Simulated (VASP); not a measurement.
Crystal: Cu.

```xyz
1
Lattice="0.0000 1.8075 1.8075 1.8075 0.0000 1.8075 1.8075 1.8075 0.0000" Properties=species:S:1:pos:R:3 pbc="T T T"
Cu    0.0000    0.0000    0.0000
```

| Property | Result |
| --- | --- |
| Program | VASP 6.6.1 |
| Task | relaxation of cell and atoms |
| Functional | r2SCAN |
| Potentials or basis | VASP PAW PBE potentials, release 64 (Cu) |
| Cutoff | 600 eV |
| k mesh | 20 × 20 × 20 |
| Occupations | gaussian, width 0.1 eV |
| Spin | no spin polarisation |

At the start: pressure -4.2 GPa; volume 11.81 Å³/atom.

Task: Where does the relaxation end?

Result: Over 3 steps the energy falls by 4.3 meV/atom and the volume is 11.49 Å³/atom (-2.7 %); space group Fm-3m (No. 225, to 0.05 Å).

Step by step:
```
step  energy change (eV)  largest force (eV/Å)  pressure (GPa)  volume (Å³)
   1              0.0000                0.0000           -4.23        11.81
   2             -0.0025                0.0000            2.83        11.29
   3             -0.0043                0.0000           -0.03        11.49
```

Final structure:
```xyz
1
Lattice="0.0000 1.7910 1.7910 1.7910 0.0000 1.7910 1.7910 1.7910 0.0000" Properties=species:S:1:pos:R:3 pbc="T T T"
Cu    0.0000    0.0000    0.0000
```

Caveat: the PAW data sets were made with another functional, which shifts forces and pressure a little.
